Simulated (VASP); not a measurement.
Runs of VASP 6.6.1 on PbF2. The structure is that of space group Fm-3m (No. 225), or close to it. The cells are those of the table. 

```tsv
cell	gap on the mesh (eV)	pressure (GPa)
a = 4.171 Å, angles 60.0, 60.0, 90.0°, 3 atoms	(b)	-0.2
a = 4.107 Å, angles 60.0, 60.0, 90.0°, 3 atoms	(a)	3.8
a = 3.980 Å, angles 60.0, 60.0, 90.0°, 3 atoms	4.21	14.8
a = 4.210 Å, angles 60.0, 60.0, 90.0°, 3 atoms	4.31	-2.2
```

Alike in all rows: level PBEsol; potentials or basis VASP PAW PBE potentials, release 64 (Pb_d, F); no spin polarisation; k mesh 8 × 8 × 8; cutoff (eV) 520; smearing gaussian 0.01 eV.

Problem. Estimate the missing entries.

Solution. (a) 4.28; (b) 4.30.

Caveats: the PAW data sets were made with another functional, which shifts forces and pressure a little; spin-orbit coupling is left out, which moves the levels of the heavy elements; the cell stands under pressure (at least some runs).

A k mesh can miss the band edges, and the runs leave out spin-orbit coupling on Pb.
